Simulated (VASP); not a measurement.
Wanted: the native input for a VASP 6.6.1 run.

- Task: relaxation of cell and atoms
- Functional: PBE
- Potentials or basis: VASP PAW PBE potentials, release 64 (Pb_d, F)
- Cutoff: 600 eV
- k mesh: 10 × 10 × 10
- Occupations: gaussian, width 0.05 eV
- Spin: no spin polarisation
- Dipole correction: no
- Further INCAR settings: ALGO = Normal; EDIFF = 1e-07; IBRION = 2; EDIFFG = -0.01; NSW = 50; ISIF = 3

The structure of PbF2 lies in POSCAR:

```
PbF2
1.0
    2.1210841894      1.2246085277      3.4660246807
   -2.1210841894      1.2246085277      3.4660246807
    0.0000000000     -2.4492170554      3.4660246807
Pb F
1 2
Direct
    0.0000000000      0.0000000000      0.0000000000
    0.2499510902      0.2499510902      0.2499510902
    0.7500489098      0.7500489098      0.7500489098
```

The input as run:

INCAR

```
PREC = Accurate
ENCUT = 600
EDIFF = 1E-7
ISMEAR = 0
SIGMA = 0.05
LREAL = F
LASPH = T
NELM = 80
ALGO = Normal
ISIF = 3
LWAVE = F
LCHARG = F
GGA = PE
IBRION = 2
NSW = 50
EDIFFG = -0.01
```

KPOINTS

```
Automatic mesh
0
Gamma
  10 10 10
```

Potentials or basis: VASP PAW PBE potentials, release 64 (Pb_d, F).

Run with:

```bash
$ cat potpaw_PBE.64/Pb_d/POTCAR potpaw_PBE.64/F/POTCAR > POTCAR
$ mpirun -np 1 vasp_std > vasp.out
```

It gave:

```yaml
Relaxed_volume: 17.94 Å³/atom
Relaxed_cell: a = 4.238 Å, b = 4.238 Å, c = 4.238 Å, α = 59.98°, β = 59.98°, γ = 59.98°
Space_group_after_relaxing_to_0.1_Å: Fm-3m (No. 225)
Energy_gained_by_relaxing: 0.0 meV/atom
Ionic_steps: 2
Pressure_after_relaxing: 0.0 GPa
Band_gap_on_the_k_mesh: 4.43 eV (least direct gap 4.56 eV)
```

Caveat: spin-orbit coupling is left out, which moves the levels of the heavy elements.

Wall time 6.5 min on 1 thread of Intel Xeon 8259CL (shared host), peak memory 0.3 GiB.
